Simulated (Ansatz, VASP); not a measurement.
# One calculation of Ge, two programs

File POSCAR:

```
Ge
1.0
    0.0000000000      2.9862396827      2.5383037303
    2.9862396827      0.0000000000      2.5383037303
    2.9862396827      2.9862396827      0.0000000000
Ge
2
Direct
    0.5000000000      0.5000000000      0.5000000000
    0.7500000000      0.7500000000      0.7500000000
```

Contents of INCAR.step1:

```
ALGO = Normal
EDIFF = 1E-4
ENCUT = 520
GGA = PE
ISMEAR = 0
LASPH = True
LCHARG = False
LREAL = False
LWAVE = True
NBANDS = 21
NELM = 80
PREC = Accurate
SIGMA = 0.05
```

INCAR.step2

```
ALGO = Normal
EDIFF = 1E-6
ENCUT = 520
ISIF = 2
ISMEAR = 0
ISTART = 1
LASPH = True
LCHARG = False
LMIXTAU = True
LREAL = False
LWAVE = False
METAGGA = R2SCAN
NBANDS = 21
NELM = 80
PREC = Accurate
SIGMA = 0.05
```

Contents of KPOINTS:

```
k-points
0
Gamma
  12 12 12
```

Input for Ansatz:

```yaml
crystal:
  lattice:
    - [0.0, 2.9862396827, 2.5383037303]
    - [2.9862396827, 0.0, 2.5383037303]
    - [2.9862396827, 2.9862396827, 0.0]
  atoms:
    - { symbol: Ge, position: [0.5, 0.5, 0.5] }
    - { symbol: Ge, position: [0.75, 0.75, 0.75] }
basis:
  ecutwfc: 500
kpoints:
  mp_grid: { grid: [12, 12, 12] }
hamiltonian:
  xc: r2scan
scf:
  occupations: { method: gaussian, width: 0.05 }
output:
  forces: true
  stress: true
  eigenvalues: true
```

Alike in both runs: task single point; functional r2SCAN; k mesh 12 × 12 × 12; occupations gaussian, width 0.05 eV; no spin polarisation.

```csv
,VASP,Ansatz
version,VASP 6.6.1,Ansatz 0.2.0
potentials or method,"VASP PAW PBE potentials, release 64 (Ge_d), cutoff 520 eV","scalar-relativistic, plane waves, PAW"
valence electrons in the cell,28,28
```

VASP gave:

```
gap on the k mesh at the Fermi level (eV)                     : none
pressure (GPa)                                                : 0.3
traceless stress, the component that is largest in VASP (GPa) : 5.98
```

**Question.** Estimate Ansatz's values.

**Answer.** gap on the k mesh at the Fermi level (eV): none; pressure (GPa): 0.3; traceless stress, the component that is largest in VASP (GPa): 6.03.

VASP's potentials were made for PBE, not for r2SCAN. A gap of «none» marks a metal or a gap that the smearing closes.
